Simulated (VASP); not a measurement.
HC6: single point with PBE

Slab: HC6, a slab with vacuum.

```
C H
1.0
     4.93269    0.00000    0.00000
     0.00000    8.52230    0.00000
     0.00000    0.00000   22.94161
C H
12 2
Direct
  0.00000 0.00000 0.17436
  0.50000 0.00000 0.17436
  0.25000 0.00000 0.20539
  0.75000 0.00000 0.20539
  0.25000 0.00000 0.26746
  0.75000 0.00000 0.26746
  0.00000 0.00000 0.29771
  0.50000 0.00000 0.29771
  0.00000 0.00000 0.36262
  0.50000 0.00000 0.36262
  0.25000 0.00000 0.38976
  0.75000 0.00000 0.38976
  0.17398 0.00000 0.46516
  0.32602 0.00000 0.46516
```

```json
{
 "Program": "VASP 6.6.1",
 "Task": "single point",
 "Functional": "PBE",
 "Potentials or basis": "VASP PAW PBE potentials, release 64 (C, H)",
 "Cutoff": "520 eV",
 "k mesh": "6 × 3 × 1",
 "Occupations": "gaussian, width 0.1 eV",
 "Spin": "no spin polarisation"
}
```

```yaml
Largest_force: 3.149 eV/Å
Band_gap_on_the_k_mesh: 0.03 eV, direct
```

Forces in eV/Å, atoms in the order of the input:
```
C   -0.228  0.000  1.508
C    0.228  0.000  1.508
C    0.000  0.000 -3.149
C    0.000  0.000 -2.738
C    0.000  0.000  1.105
C    0.000  0.000  1.447
C    0.363  0.000  0.329
C   -0.363  0.000  0.329
C   -0.398  0.000 -0.133
C    0.398  0.000 -0.133
C    0.000  0.000 -2.198
C    0.000  0.000  1.778
H   -1.361  0.000  0.175
H    1.361  0.000  0.175
```

Levels at points of the mesh, in eV from the valence-band top:
```
           k point  band 22  band 23  band 24  band 25  band 26  band 27  band 28  band 29
(0.00, 0.00, 0.00)    -2.16    -0.71    -0.25    -0.12     0.07     0.93     0.96     2.13
(0.50, 0.00, 0.00)    -1.86    -1.69    -0.22     0.00     0.03     0.28     2.66     2.91
```

Run time: 7.7 min on 1 thread of AMD EPYC 9R45 96-Core Processor (Zen 5), on a shared host, peak memory 0.9 GiB.
